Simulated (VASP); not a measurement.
A run of VASP 6.6.1 is set up as follows.

File INCAR:

```
SYSTEM = FeCo
ALGO = Normal
EDIFF = 1E-6
ENCUT = 600
GGA = RE
GGA_COMPAT = .FALSE.
ISIF = 2
ISMEAR = -1
ISPIN = 2
LASPH = .TRUE.
LCHARG = .FALSE.
LMAXMIX = 4
LORBIT = 11
LREAL = .FALSE.
LWAVE = .FALSE.
MAGMOM = 3.5 2.5
NBANDS = 20
NELM = 200
PREC = Accurate
SIGMA = 0.1
```

Contents of KPOINTS:

```
k-points
0
G
  6 6 6
  0 0 0
```

The input POSCAR:

```
FeCo
1.0
    2.8570000000      0.0000000000      0.0000000000
    0.0000000000      2.8570000000      0.0000000000
    0.0000000000      0.0000000000      2.8570000000
Fe Co
1 1
Direct
    0.5000000000      0.5000000000      0.5000000000
    0.0000000000      0.0000000000      0.0000000000
```

Potentials or basis: VASP PAW PBE potentials, release 64 (Fe, Co).

Launch:

```console
$ cat potpaw_PBE.64/Fe/POTCAR potpaw_PBE.64/Co/POTCAR > POTCAR
$ mpirun -np 1 vasp_std > vasp.out
```

Q: Estimate the net moment.

A: 4.68 μB per cell.

Q: Predict the site moments.

A: Fe +2.87; Co +1.82 μB.

Q: What does it give for the pressure?

A: 2.4 GPa.

Caveat: the k points lie up to 0.37 Å⁻¹ apart; the PAW data sets were made with another functional, which shifts forces and pressure a little.
